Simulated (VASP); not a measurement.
**AlAs: single point with PBEsol**

The system is AlAs, a slab with vacuum.

```xyz
12
Lattice="4.0125 0.0000 0.0000 0.0000 5.6746 0.0000 0.0000 0.0000 25.0314" Properties=species:S:1:pos:R:3 pbc="T T T"
Al    2.0063    2.8373    7.5000
Al    0.0000    0.0000    9.5063
Al    2.0063    2.8373   11.5125
Al    0.0000    0.0000   13.5188
Al    2.0063    2.8373   15.5251
Al    0.0000    0.0000   17.5314
As    0.0000    1.4186    7.5000
As    2.0063    4.2559    9.5063
As    0.0000    1.4186   11.5125
As    2.0063    4.2559   13.5188
As    0.0000    1.4186   15.5251
As    2.0063    4.2559   17.5314
```

- Program: VASP 6.6.1
- Task: single point
- Functional: PBEsol
- Potentials or basis: VASP PAW PBE potentials, release 64 (Al, As)
- Cutoff: 520 eV
- k mesh: 7 × 5 × 1
- Occupations: gaussian, width 0.05 eV
- Spin: no spin polarisation
- Dipole correction: yes
- Further INCAR settings: ALGO = Normal; EDIFF = 1e-06; NBANDS = 36

```
Largest force          : 1.744 eV/Å
Band gap on the k mesh : 0.75 eV (least direct gap 0.81 eV)
```

Forces on the atoms (eV/Å):
```
Al   0.000 -1.106  1.349
Al   0.000  0.324  0.094
Al   0.000 -0.175  0.120
Al   0.000 -0.175 -0.120
Al   0.000  0.324 -0.094
Al   0.000 -1.106 -1.349
As   0.000  0.363 -1.166
As   0.000  0.534 -0.510
As   0.000  0.060  0.157
As   0.000  0.060 -0.157
As   0.000  0.534  0.510
As   0.000  0.363  1.166
```

Levels at points of the mesh, in eV from the valence-band top:
```tsv
k point	band 22	band 23	band 24	band 25	band 26	band 27
(0.00, 0.00, 0.00)	-0.15	-0.08	-0.06	0.75	1.40	1.74
```

It took 12 min on 1 thread of Intel Xeon 8259CL, with other jobs on the host, peak memory 0.61 GiB.

Caveat: semilocal functionals underestimate gaps, and a narrow one can read as zero; the PAW data sets were made with another functional, which shifts forces and pressure a little.
